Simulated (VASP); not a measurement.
Runs of VASP 6.6.1 on ZnS (zincblende type). The structure is that of space group F-43m (No. 216), or close to it. The cells are those of the table. 

```csv
task,cell,cutoff (eV),gap on the mesh (eV),pressure (GPa)
single point,"a = 3.849 Å, angles 60.0°, 2 atoms",520,2.02,(b)
single point,"a = 3.154 Å, angles 60.0°, 2 atoms",520,(a),156.5
single point,"a = 3.573 Å, angles 60.0°, 2 atoms",520,2.87,25.7
relaxation of cell and atoms,"relaxed from a = 3.798 Å, angles 60.0°, 2 atoms",600,2.01,0.0
single point,"a = 3.771 Å, angles 60.0°, 2 atoms",520,2.29,5.1
```

Alike in all rows: level PBE; potentials or basis VASP PAW PBE potentials, release 64 (Zn, S); no spin polarisation; k mesh 14 × 14 × 14; smearing fermi-dirac 0.08 eV.

**Question.** Estimate the missing entries.

**Answer.** (a) 1.55; (b) 0.1.

Caveats: the cell stands under pressure (at least some runs).

A k mesh can miss the band edges.
